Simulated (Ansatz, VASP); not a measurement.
# One calculation of Co, two programs

```
Co
1.0
     2.45521    0.00000    0.00000
    -1.22761    2.12628    0.00000
     0.00000    0.00000    7.96484
Co
4
Direct
  0.00000 0.00000 0.00565
  0.33333 0.66667 0.24435
  0.00000 0.00000 0.50565
  0.66667 0.33333 0.74435
```

Change from the starting cell: mode 12 (257.6 1/cm) frozen in, largest displacement +0.045 Å.

Alike in both runs: task single point; functional PBEsol; k mesh 24 × 24 × 6; occupations gaussian, width 0.15 eV; collinear spin.

```csv
,VASP,Ansatz
version,VASP 6.6.1,Ansatz 0.2.0
potentials or method,"VASP PAW PBE potentials, release 64 (Co), cutoff 520 eV","scalar-relativistic, plane waves, PAW"
valence electrons in the cell,36,68
```

|  | VASP | Ansatz | Ansatz less VASP |
| --- | --- | --- | --- |
| gap on the k mesh at the Fermi level (eV) | none | none | - |
| pressure (GPa) | 0.5 | 1.4 | +0.93 |
| traceless stress, the component that is largest in VASP (GPa) | 0.93 | 1.00 | +0.066 |
| rms of the force components (eV/Å) | 0.410 | 0.422 | +0.0117 |
| net moment per atom (μB) | 1.60 | 1.60 | +0.007 |
| size of the moment on the site where the two differ most (μB) | 1.61 | 1.67 | +0.064 |

VASP's potentials were made for PBE, not for PBEsol. Site moments also hang on the region over which each program counts them. Atom by atom the forces differ by 0.012 eV/Å (rms over components). A gap of «none» marks a metal or a gap that the smearing closes. With one functional, cell and mesh, what is left measures potentials, basis and numerics. VASP's potentials hold 36 valence electrons a cell and Ansatz's 68, so a difference there can come from the potentials and not from the codes.
